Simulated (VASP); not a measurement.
Here is a VASP 6.6.1 calculation.

The input INCAR:

```
SYSTEM = Au
  ALGO = Fast
  EDIFF = 1E-6
  EDIFFG = -0.01
  ENCUT = 600
  GGA = PE
  IBRION = 2
  ISIF = 4
  ISMEAR = 0
  LASPH = .TRUE.
  LCHARG = .FALSE.
  LREAL = .FALSE.
  LWAVE = .FALSE.
  NELM = 80
  NSW = 50
  PREC = Accurate
  SIGMA = 0.1
```

Contents of KPOINTS:

```
k-points
0
G
  18 18 10
  0 0 0
```

File POSCAR:

```
Au
1.0
    2.8604021871      0.0000000000      0.0000000000
   -1.4302010935      2.4771809591      0.0000000000
    0.0000000000      0.0000000000      4.7802077605
Au
2
Direct
    0.3333333333      0.6666666667      0.7500000000
    0.6666666667      0.3333333333      0.2500000000
```

Potentials or basis: VASP PAW PBE potentials, release 64 (Au).

Launch:

```sh
$ cat potpaw_PBE.64/Au/POTCAR > POTCAR
$ mpirun -np 1 vasp_std > vasp.out
```

(1) Estimate the band gap on the k mesh.

Answers

(1) zero (bands 11 and 12 overlap by 7.02 eV).

Caveat: spin-orbit coupling is left out, which moves the levels of the heavy elements.
